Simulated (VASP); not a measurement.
Set up this calculation in VASP 6.6.1, as the native input.

| Quantity | Value |
| --- | --- |
| Task | single point |
| Functional | revPBE |
| Dispersion | D4 |
| Potentials or basis | VASP PAW PBE potentials, release 64 (Co, O) |
| Cutoff | 520 eV |
| k mesh | 12 × 12 × 12 |
| Occupations | gaussian, width 0.02 eV |
| Spin | collinear spin, ferromagnetic start |
| Starting moments | [2.0, 0.0] μB |
| Hubbard terms | Co d U = 5.3 eV |
| Dipole correction | no |
| Further INCAR settings | ALGO = Normal; EDIFF = 1e-06; NBANDS = 18 |

The structure of CoO lies in POSCAR:

```
CoO
1.0
   -1.5080000000      1.5080000000      2.1072475377
    1.5080000000     -1.5080000000      2.1072475377
    1.5080000000      1.5080000000     -2.1072475377
Co O
1 1
Direct
    0.0000000000      0.0000000000      0.0000000000
    0.5000000000      0.5000000000      0.0000000000
```

The input as run:

INCAR

```
ALGO = Normal
EDIFF = 1E-6
ENCUT = 520
GGA = RE
ISIF = 2
ISMEAR = 0
ISPIN = 2
IVDW = 13
LASPH = T
LCHARG = F
LDAU = T
LDAUJ = 0 0
LDAUL = 2 -1
LDAUPRINT = 1
LDAUTYPE = 2
LDAUU = 5.3 0
LMAXMIX = 4
LORBIT = 11
LREAL = F
LWAVE = F
MAGMOM = 2 0
NBANDS = 18
NELM = 150
PREC = Accurate
SIGMA = 0.02
```

KPOINTS

```
k-points
0
Gamma
  12 12 12
```

Potentials or basis: VASP PAW PBE potentials, release 64 (Co, O).

The run is started by

```console
$ cat potpaw_PBE.64/Co/POTCAR potpaw_PBE.64/O/POTCAR > POTCAR
$ mpirun -np 1 vasp_std > vasp.out
```

It gave:

```
Pressure                                              : -2.4 GPa
Band gap on the k mesh                                : zero (filled and empty bands overlap)
Net moment                                            : 3.00 μB per cell
Site moments                                          : Co +2.82; O +0.20 μB
Valence electrons inside the program's atomic spheres : Co 7.81; O 5.03
Dispersion energy per atom                            : -0.535 eV
```

Caveat: the PAW data sets were made with another functional, which shifts forces and pressure a little; a cell with one magnetic atom can't hold antiferromagnetic order, which such compounds often take; pairwise dispersion overbinds metals, which lowers pressure and volume.

It took 3.7 min on 1 thread of AMD EPYC 7R13, on a shared host, peak memory 0.19 GiB.
